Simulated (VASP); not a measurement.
# C in VASP: a series of runs

The runs below take C through single point, with PBE.

Everything below comes from runs of VASP 6.6.1. Logs are shortened: lines on timing, memory, paths and dates and some standing lists are left out, and cuts for length are marked.

## Step 1: The cell of the first run

Symmetry: Fmmm, No. 69, orthorhombic system. Conventional cell: a = 2.566 Å, b = 4.416 Å, c = 6.873 Å, α = 90.00°, β = 90.00°, γ = 90.00°. Within 1.9 Å of C (site symmetry m2m) lie 3 C at 1.41 to 1.51 Å.

## Step 2: Single point, PBE (strained)

Input file INCAR:

```
SYSTEM = C
PREC = Accurate ; ENCUT = 520
EDIFF = 1E-6 ; ISMEAR = 0
SIGMA = 0.02 ; LREAL = .False.
LASPH = .True. ; NELM = 60
ALGO = Normal ; ISIF = 2
LWAVE = .False. ; LCHARG = .True.
GGA = PE ; LELF = .True.
LVHAR = .True. ; NBANDS = 11
```

Input file KPOINTS:

```
regular mesh
0
Gamma
  14 14 14
  0 0 0
```

Input file POSCAR:

```
C
1.0
    0.0000000000      2.2077621900      3.4364541600
    1.2831003600      0.0000000000      3.4364541600
    1.2831003600      2.2077621900      0.0000000000
C
2
Direct
    0.1596178138      0.8403821862      0.1596178138
    0.8403821862      0.1596178138      0.8403821862
```

Potentials or basis: VASP PAW PBE potentials, release 64 (C).

Run with:

```bash
> cat potpaw_PBE.64/C/POTCAR > POTCAR
> mpirun -np 1 vasp_std > vasp.out
```

OUTCAR:

```text
SYSTEM = C
   PREC = Accurate
   ENCUT = 520
   EDIFF = 1E-6
   ISMEAR = 0
   LREAL = .False.
   LASPH = .True.
   NELM = 60
   ISIF = 2
   GGA = PE

 ion  position               nearest neighbor table
   1  0.160  0.840  0.160-   2 1.41   2 1.51   2 1.51
   2  0.840  0.160  0.840-   1 1.41   1 1.51   1 1.51

  LATTYP: Found a face centered orthorhombic cell.
 ALAT       =     2.5662007200
 B/A-ratio  =     1.7206465362
 C/A-ratio  =     2.6782426902

  Lattice vectors:

 A1 = (   0.0000000000,   2.2077621900,   3.4364541600)
 A2 = (   1.2831003600,   0.0000000000,   3.4364541600)
 A3 = (   1.2831003600,   2.2077621900,   0.0000000000)

Analysis of symmetry for initial positions (statically):
=====================================================================
 Subroutine PRICEL returns:
 Original cell was already a primitive cell.

 Routine SETGRP: Setting up the symmetry group for a
 face centered orthorhombic supercell.

 Subroutine GETGRP returns: Found  8 space group operations
 (whereof  8 operations were pure point group operations)
 out of a pool of  8 trial point group operations.

The static configuration has the point symmetry D_2h.

Analysis of symmetry for dynamics (positions and initial velocities):
=====================================================================
 Subroutine PRICEL returns:
 Original cell was already a primitive cell.

 Routine SETGRP: Setting up the symmetry group for a
 face centered orthorhombic supercell.

 Subroutine GETGRP returns: Found  8 space group operations
 (whereof  8 operations were pure point group operations)
 out of a pool of  8 trial point group operations.

The dynamic configuration has the point symmetry D_2h.

 Subroutine INISYM returns: Found  8 space group operations
 (whereof  8 operations are pure point group operations),
 and found     1 'primitive' translations

----------------------------------------------------------------------------------------

                                     Primitive cell

  volume of cell :      19.4694

  direct lattice vectors                    reciprocal lattice vectors
     0.000000000  2.207762190  3.436454160    -0.389681131  0.226473667  0.145498813
     1.283100360  0.000000000  3.436454160     0.389681131 -0.226473667  0.145498813
     1.283100360  2.207762190  0.000000000     0.389681131  0.226473667 -0.145498813

  length of vectors
     4.084535602  3.668182619  2.553538804     0.473615467  0.473615467  0.473615467

  position of ions in fractional coordinates (direct lattice)
     0.159617814  0.840382186  0.159617814
     0.840382186  0.159617814  0.840382186

  ion indices of the primitive-cell ions
   primitive index   ion index
                 1           1
                 2           2

----------------------------------------------------------------------------------------

 KPOINTS: regular mesh

Automatic generation of k-mesh.
 Grid dimensions read from file:
 generate k-points for:   14   14   14

 Generating k-lattice:

  Cartesian coordinates                     Fractional coordinates (reciprocal lattice)
    -0.027834367  0.016176691  0.010392772     0.071428571 -0.000000000 -0.000000000
     0.027834367 -0.016176691  0.010392772     0.000000000  0.071428571  0.000000000
     0.027834367  0.016176691 -0.010392772     0.000000000  0.000000000  0.071428571

  Length of vectors
     0.033829676  0.033829676  0.033829676

  Shift w.r.t. Gamma in fractional coordinates (k-lattice)
     0.000000000  0.000000000  0.000000000

 Subroutine IBZKPT returns following result:
 ===========================================

 Found    428 irreducible k-points:

 Following reciprocal coordinates:
            Coordinates               Weight
  0.000000  0.000000  0.000000      1.000000
  0.071429  0.000000  0.000000      8.000000
  0.142857  0.000000 -0.000000      8.000000
  0.214286  0.000000  0.000000      8.000000
  0.285714  0.000000  0.000000      8.000000
  0.357143  0.000000 -0.000000      8.000000
[... 16 lines left out ...]
  0.214286  0.142857  0.000000      8.000000
  0.285714  0.142857  0.000000      8.000000
 [... further k-points ...]
   k-points           NKPTS =    428   k-points in BZ     NKDIM =    428   number of bands    NBANDS=     11
   number of dos      NEDOS =    301   number of ions     NIONS =      2
   total plane-waves  NPLWV =  16800
   dimension x,y,z NGX =    30 NGY =   28 NGZ =   20
   dimension x,y,z NGXF=    60 NGYF=   56 NGZF=   40
   ions per type =               2
   NGX,Y,Z   is equivalent  to a cutoff of  12.21, 12.69, 13.02 a.u.
   NGXF,Y,Z  is equivalent  to a cutoff of  24.42, 25.38, 26.04 a.u.
 SYSTEM =  C
   PREC   = accura    normal or accurate (medium, high low for compatibility)
   ISTART =      0    job   : 0-new  1-cont  2-samecut
   ICHARG =      2    charge: 1-file 2-atom 10-const
   ISPIN  =      1    spin polarized calculation?
   LNONCOLLINEAR =      F non collinear calculations
   LSORBIT =      F    spin-orbit coupling
   LASPH  =      T    aspherical Exc in radial PAW
   ENCUT  =  520.0 eV  38.22 Ry    6.18 a.u.   7.59  6.82  4.75*2*pi/ulx,y,z
   NELM   =     60;   NELMIN=  2; NELMDL= -5     # of ELM steps
   EDIFF  = 0.1E-05   stopping-criterion for ELM
   LREAL  =      F    real-space projection
   EDIFFG = 0.1E-04   stopping-criterion for IOM
   NSW    =      0    number of steps for IOM
   IBRION =     -1    ionic relax: 0-MD 1-quasi-New 2-CG
   NFREE  =      0    steps in history (QN), initial steepest desc. (CG)
   ISIF   =      2    stress and relaxation
   ISYM   =      2    0-nonsym 1-usesym 2-fastsym
   POTIM  = 0.5000    time-step for ionic-motion
   TEBEG  =    0.0;   TEEND  =   0.0 temperature during run
   PSTRESS=    0.0 pullay stress
   NELECT =       8.0000    total number of electrons
   NUPDOWN=      -1.0000    fix difference up-down
   EMIN   =  10.00;   EMAX   =-10.00  energy-range for DOS
   EFERMI =   0.00;   METHOD = LEGACY
   ISMEAR =     0;   SIGMA  =   0.02  broadening in eV -4-tet -1-fermi 0-gaus
   EFERMI_NEDOS =   21; number of points for ismear=-14 and -15
   IALGO  =     38    algorithm
   IMIX   =      4    mixing-type and parameters
     AMIX     =   0.40;   BMIX     =  1.00
     AMIX_MAG =   1.60;   BMIX_MAG =  1.00
  volume/ion in A,a.u.               =       9.73        65.69
  Fermi-wavevector in a.u.,A,eV,Ry     =   1.217083  2.299954 20.154201  1.481292
  Thomas-Fermi vector in A             =   2.352416
   LORBIT       =      0    0 simple, 1 ext, 2 COOP (PROOUT), +10 PAW based schemes
   GGA     = PE    functional components
   LHFCALC =     F    Hartree Fock is set to
   AEXX    =    0.0000 exact exchange contribution
   IVDW    =     0    specifies the selected vdW correction
   LEPSILON=     F    determine dielectric tensor
   LRPA    =     F    only Hartree local field effects (RPA)
 non-spin polarized calculation
 Gauss-broadening in eV      SIGMA  =   0.02
  energy-cutoff  :      520.00
  volume of cell :       19.47
 maximum number of plane-waves:       535
   NGX = 15   NGY = 13   NGZ =  9

 number of electron       8.0000000 magnetization

 Free energy of the ion-electron system (eV)
  ---------------------------------------------------
  ext. energy  EPLUGINS =         0.00000000
  ---------------------------------------------------
  free energy    TOTEN  =       -18.17609907 eV

  energy without entropy =      -18.17599545  energy(sigma->0) =      -18.17604726

 E-fermi :   3.8559     XC(G=0):  -9.9336

 val. band max:        3.8538555936   @ k =   0.5000  -0.1429   0.3571
 cond. band min:       3.8561525436   @ k =  -0.1429   0.2143   0.3571
 fundamental gap:      0.0022969500
 Fermi energy:         3.8558906965

 k-point     1 :       0.0000    0.0000    0.0000
  band No.  band energies     occupation
      1     -14.9466      2.00000
      2      -2.1074      2.00000
      3      -0.0252      2.00000
      4       1.6594      2.00000
      5       8.3441      0.00000
      6      10.3380      0.00000
      7      12.4815      0.00000
      8      13.9832      0.00000
      9      14.2016      0.00000
     10      25.1107      0.00000
     11      27.8094      0.00000

 k-point     2 :       0.0714    0.0000    0.0000
  band No.  band energies     occupation
      1     -14.8303      2.00000
      2      -2.0122      2.00000
      3      -0.2875      2.00000
      4       1.2145      2.00000
      5       8.5370      0.00000
      6      10.5040      0.00000
      7      12.9261      0.00000
      8      13.6195      0.00000
      9      14.3736      0.00000
     10      25.4599      0.00000
     11      26.6482      0.00000

 k-point     3 :       0.1429    0.0000   -0.0000
  band No.  band energies     occupation
      1     -14.4827      2.00000
      2      -1.7258      2.00000
      3      -1.0884      2.00000
      4       0.2195      2.00000
      5       9.1099      0.00000
      6      10.7344      0.00000
      7      12.6066      0.00000
      8      14.0958      0.00000
      9      15.0514      0.00000
     10      24.4536      0.00000
     11      26.4351      0.00000

 k-point     4 :       0.2143    0.0000    0.0000
  band No.  band energies     occupation
      1     -13.9088      2.00000
      2      -2.4668      2.00000
      3      -1.2460      2.00000
      4      -0.7149      2.00000
      5      10.0025      0.00000
      6      10.7407      0.00000
      7      11.1661      0.00000
      8      15.7495      0.00000
      9      16.2952      0.00000
     10      22.5333      0.00000
     11      26.7107      0.00000
[... 239 lines left out ...]
 k-point    22 :       0.1429    0.1429    0.0000
  band No.  band energies     occupation
      1     -14.8998      2.00000
      2      -2.5076      2.00000
      3      -0.0215      2.00000
      4       1.6521      2.00000
      5       9.2327      0.00000
      6      10.3217      0.00000
      7      12.4604      0.00000
      8      14.0100      0.00000
      9      14.2118      0.00000
     10      25.0005      0.00000
     11      27.2181      0.00000

 k-point    23 :       0.2143    0.1429    0.0000
  band No.  band energies     occupation
      1     -14.7630      2.00000
      2      -2.5680      2.00000
      3      -0.2834      2.00000
      4       1.2022      2.00000
      5       9.8071      0.00000
      6      10.4903      0.00000
      7      12.8947      0.00000
      8      13.6759      0.00000
      9      14.3824      0.00000
     10      25.1993      0.00000
     11      26.4399      0.00000

 k-point    24 :       0.2857    0.1429    0.0000
  band No.  band energies     occupation
      1     -14.3994      2.00000
      2      -2.3856      2.00000
      3      -1.0915      2.00000
      4       0.2040      2.00000
      5      10.5335      0.00000
      6      10.8768      0.00000
      7      12.7063      0.00000
      8      14.0931      0.00000
      9      15.0322      0.00000
     10      24.5037      0.00000
     11      26.4488      0.00000

 [... further k-points ...]

------------------------ aborting loop because EDIFF is reached ----------------------------------------

  FORCE on cell =-STRESS in cart. coord.  units (eV):
  Direction    XX          YY          ZZ          XY          YZ          ZX
  --------------------------------------------------------------------------------------
  -------------------------------------------------------------------------------------
  Total       -4.7332036     -3.6842899      0.3371693      0.0000000      0.0000000      0.0000000
  in kB     -389.5043373   -303.1872337     27.7463073      0.0000000      0.0000000      0.0000000
  external PRESSURE =    -221.6484213 kB  Pullay stress =       0.0000000 kB

 VOLUME and BASIS-vectors are now :
 -----------------------------------------------------------------------------
  energy-cutoff  :      520.00
  volume of cell :       19.47
      direct lattice vectors                 reciprocal lattice vectors
     0.000000000  2.207762190  3.436454160    -0.389681131  0.226473667  0.145498813
     1.283100360  0.000000000  3.436454160     0.389681131 -0.226473667  0.145498813
     1.283100360  2.207762190  0.000000000     0.389681131  0.226473667 -0.145498813

 POSITION                                       TOTAL-FORCE (eV/Angst)
 -----------------------------------------------------------------------------------
      1.28310      0.70480      3.43645         0.000000      2.719532      0.000000
      1.28310      3.71073      3.43645         0.000000     -2.719532      0.000000
 -----------------------------------------------------------------------------------
    total drift:                               -0.000000     -0.000000     -0.000000

  FREE ENERGIE OF THE ION-ELECTRON SYSTEM (eV)
  ---------------------------------------------------
  free  energy   TOTEN  =       -18.1760990724 eV

  energy  without entropy=      -18.1759954494  energy(sigma->0) =      -18.17604726
```

Run time: 42 s. Hardware: 1 thread of Intel Xeon 6975P-C (Granite Rapids), shared host; peak memory 0.19 GiB.

What came out:

| Quantity | Value |
| --- | --- |
| Free energy | -18.1761 eV |
| Pressure | -22.2 GPa |
| Largest force | 2.720 eV/Å |
| Band gap on the k mesh | zero (bands 4 and 5 overlap by 0.03 eV) |

Forces on the atoms (eV/Å):
```
C    0.000  2.720  0.000
C    0.000 -2.720  0.000
```

Caveat: the cell differs from its parent crystal (strained); the cell stands under tension; this functional lacks dispersion, which binds the layers, so the pressure and a relaxed spacing across them are unreliable; forces of over 1 eV/Å act on the atoms, so gaps and moduli don't describe the material at rest.

(Part 1 of 2 ends here.)
